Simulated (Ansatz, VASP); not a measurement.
## TiSnTe3 in VASP and in Ansatz

```
CELL_PARAMETERS angstrom
5.65324 0.00000 0.00000
0.00000 5.65324 0.00000
0.00000 0.00000 5.65324
ATOMIC_POSITIONS crystal
Ti 0.00000 0.00000 0.00000
Sn 0.50000 0.50000 0.50000
Te 0.00000 0.50000 0.50000
Te 0.50000 0.50000 0.00000
Te 0.50000 0.00000 0.50000
```

Change from the starting cell: species swapped into the EuBPd3 type (Pm-3m, No. 221).

Alike in both runs: functional PBE; k mesh 8 × 8 × 8; occupations gaussian, width 0.1 eV; collinear spin.

Ansatz relaxed the structure, and its values are those at the end. VASP's run is a single point on that final structure, the one shown.

```csv
,VASP,Ansatz
version,VASP 6.6.1,Ansatz 0.2.0
potentials or method,"VASP PAW PBE potentials, release 64 (Ti_sv, Sn_d, Te), cutoff 500 eV","scalar-relativistic, plane waves, PAW"
valence electrons in the cell,44,74
```

|  | VASP | Ansatz | Ansatz less VASP |
| --- | --- | --- | --- |
| gap on the k mesh at the Fermi level (eV) | none | none | - |
| pressure (GPa) | -0.2 | 0.0 | +0.19 |
| net moment per atom (μB) | 0.34 | 0.34 | +0.003 |
| size of the moment on the site where the two differ most (μB) | 1.82 | 2.12 | +0.309 |

Site moments also hang on the region over which each program counts them. A gap of «none» marks a metal or a gap that the smearing closes. VASP's potentials hold 44 valence electrons a cell and Ansatz's 74, so a difference there can come from the potentials and not from the codes. Ansatz's warnings: given moment on shells.

Spin-orbit coupling is off throughout.
